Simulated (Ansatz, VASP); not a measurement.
**NaH in VASP and in Ansatz**

Contents of INCAR:

```
SYSTEM = NaH
PREC     = Accurate       ! precision mode
ENCUT    = 500            ! plane-wave cutoff, eV
EDIFF    = 1E-6           ! SCF threshold, eV
ISMEAR   = 0              ! smearing method
SIGMA    = 0.02           ! smearing width, eV
LREAL    = .FALSE.        ! projectors in reciprocal space
LASPH    = .TRUE.         ! aspherical terms in the spheres
NELM     = 120            ! most SCF steps
ALGO     = Normal         ! electronic algorithm
ISIF     = 2              ! what is computed and relaxed
LWAVE    = .FALSE.        ! write WAVECAR
LCHARG   = .FALSE.        ! write CHGCAR
GGA      = PE             ! functional
NBANDS   = 11             ! bands
GGA_COMPAT= .FALSE.
```

File KPOINTS:

```
regular mesh
0
G
  8 8 8
  0 0 0
```

Contents of POSCAR:

```
NaH
1.0
    0.0000000000      2.3143534187      2.3143534187
    2.3143534187      0.0000000000      2.3143534187
    2.3143534187      2.3143534187      0.0000000000
Na H
1 1
Direct
    0.0000000000      0.0000000000      0.0000000000
    0.5000000000      0.5000000000      0.5000000000
```

Input for Ansatz:

```yaml
crystal:
  lattice:
    - [0.0, 2.3143534187, 2.3143534187]
    - [2.3143534187, 0.0, 2.3143534187]
    - [2.3143534187, 2.3143534187, 0.0]
  atoms:
    - { symbol: Na, position: [0.0, 0.0, 0.0] }
    - { symbol: H, position: [0.5, 0.5, 0.5] }
basis:
  ecutwfc: 420
kpoints:
  mp_grid: { grid: [8, 8, 8] }
hamiltonian:
  xc: pbe
scf:
  occupations: { method: gaussian, width: 0.02 }
output:
  forces: true
  stress: true
  eigenvalues: true
  write_density: true
  write_potential: true
  elf: true
  volumetric_format: npy
```

Alike in both runs: task single point; functional PBE; k mesh 8 × 8 × 8; occupations gaussian, width 0.02 eV; no spin polarisation.

|  | VASP | Ansatz |
| --- | --- | --- |
| version | VASP 6.6.1 | Ansatz 0.2.0 |
| potentials or method | VASP PAW PBE potentials, release 64 (Na_pv, H), cutoff 500 eV | scalar-relativistic, plane waves, PAW |
| valence electrons in the cell | 8 | 10 |

Ansatz gave:

| Property | Result |
| --- | --- |
| gap on the k mesh at the Fermi level (eV) | 3.99 |
| least direct gap on the mesh (eV) | 4.90 |
| pressure (GPa) | 3.8 |

Question: Estimate VASP's values.

Answer: gap on the k mesh at the Fermi level (eV): 3.98; least direct gap on the mesh (eV): 4.90; pressure (GPa): 3.8.

With one functional, cell and mesh, what is left measures potentials, basis and numerics. VASP's potentials hold 8 valence electrons a cell and Ansatz's 10, so a difference there can come from the potentials and not from the codes.
